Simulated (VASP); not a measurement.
Set up this calculation in VASP 6.6.1, as the native input.

- Task: single point
- Functional: PBE
- Potentials or basis: VASP PAW PBE potentials, release 64 (I, Cu)
- Cutoff: 520 eV
- k mesh: 8 × 8 × 8
- Occupations: gaussian, width 0.014 eV
- Spin: no spin polarisation
- Dipole correction: no
- Further INCAR settings: ALGO = Normal; EDIFF = 1e-06; NBANDS = 16

The structure of CuI (Marshite) lies in POSCAR:

```
CuI
1.0
    0.0000000000      3.0315000000      3.0315000000
    3.0315000000      0.0000000000      3.0315000000
    3.0315000000      3.0315000000      0.0000000000
I Cu
1 1
Direct
    0.0000000000      0.0000000000      0.0000000000
    0.7500000000      0.7500000000      0.7500000000
```

These files were run (other wordings do the same):

INCAR

```
  PREC = Accurate
  ENCUT = 520
  EDIFF = 1E-6
  ISMEAR = 0
  SIGMA = 0.014
  LREAL = False
  LASPH = True
  NELM = 80
  ALGO = Normal
  ISIF = 2
  LWAVE = False
  LCHARG = False
  GGA = PE
  NBANDS = 16
```

KPOINTS

```
regular mesh
0
Gamma
  8 8 8
```

Potentials or basis: VASP PAW PBE potentials, release 64 (I, Cu).

Run with:

```console
$ cat potpaw_PBE.64/I/POTCAR potpaw_PBE.64/Cu/POTCAR > POTCAR
$ mpirun -np 1 vasp_std > vasp.out
```

It gave:

The pressure is 0.7 GPa. The band gap on the k mesh is 1.14 eV, direct.

Caveat: spin-orbit coupling is left out, which moves the levels of the heavy elements.

It took 7.8 s on 1 thread of Intel(R) Xeon(R) 6975P-C (Granite Rapids) (shared host), peak memory 0.18 GiB.
